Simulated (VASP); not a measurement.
RbCaH3: single point with LDA

Crystal: RbCaH3.

```xyz
5
Lattice="4.5470 0.0000 0.0000 0.0000 4.5470 0.0000 0.0000 0.0000 4.5470" Properties=species:S:1:pos:R:3 pbc="T T T"
Rb    0.0000    0.0000    0.0000
Ca    2.2735    2.2735    2.2735
H     0.0000    2.2735    2.2735
H     2.2735    0.0000    2.2735
H     2.2735    2.2735    0.0000
```

```json
{"Program": "VASP 6.6.1", "Task": "single point", "Functional": "LDA", "Potentials or basis": "VASP PAW LDA potentials, release 64 (Rb_sv, Ca_sv, H)", "Cutoff": "520 eV", "k mesh": "4 × 4 × 4", "Occupations": "gaussian, width 0.01 eV", "Spin": "no spin polarisation"}
```

| Item | Value |
| --- | --- |
| Pressure | -2.4 GPa |
| Band gap on the k mesh | 2.92 eV, direct |

Levels at points of the mesh, in eV from the valence-band top:
```csv
k point,band 9,band 10,band 11,band 12,band 13,band 14
"(0.00, 0.00, 0.00)",-2.81,-0.38,-0.38,5.89,5.89,5.89
"(0.50, 0.00, 0.00)",-1.52,-0.73,-0.13,5.41,5.41,5.67
"(0.50, 0.50, 0.00)",-1.17,0.00,0.00,2.92,4.82,4.82
"(0.50, 0.50, 0.50)",-0.20,-0.20,-0.20,4.21,4.21,4.21
```

Wall time 14 s on 1 thread of Intel(R) Xeon(R) Platinum 8259CL CPU @ 2.50GHz (Skylake/Cascade Lake), on a shared host, peak memory 0.18 GiB.

A k mesh can miss the band edges. A hybrid or GW would open this gap; LDA tends to underestimate it.
